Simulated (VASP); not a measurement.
Here is a VASP 6.6.1 calculation.

File INCAR:

```
SYSTEM = Sb
PREC = Accurate
ENCUT = 520
EDIFF = 1E-6
ISMEAR = -1
SIGMA = 0.05
LREAL = .FALSE.
LASPH = .TRUE.
NELM = 60
ALGO = Normal
ISIF = 2
LWAVE = .FALSE.
LCHARG = .FALSE.
GGA = PS
NBANDS = 18
```

KPOINTS

```
Automatic mesh
0
G
  7 7 7
  0 0 0
```

POSCAR

```
Sb
1.0
   -2.8616914117      2.8616914117      2.8614228767
    2.8616914117     -2.8616914117      2.8614228767
    2.8616914117      2.8616914117     -2.8614228767
Sb
4
Direct
    0.7497611139      0.2497611139      0.9995222279
    0.2497611139      0.2502388861      0.5000000000
    0.2502388861      0.7502388861      0.0004777721
    0.7502388861      0.7497611139      0.5000000000
```

Potentials or basis: VASP PAW PBE potentials, release 64 (Sb).

Run with:

```sh
$ cat potpaw_PBE.64/Sb/POTCAR > POTCAR
$ mpirun -np 1 vasp_std > vasp.out
```

Predict the pressure.

20.6 GPa.

What does it give for the band gap on the k mesh?

Zero (band 10 reaches 11.86 eV, above the bottom of band 11 at 9.63 eV).

Caveat: the PAW data sets were made with another functional, which shifts forces and pressure a little; spin-orbit coupling is left out, which moves the levels of the heavy elements.
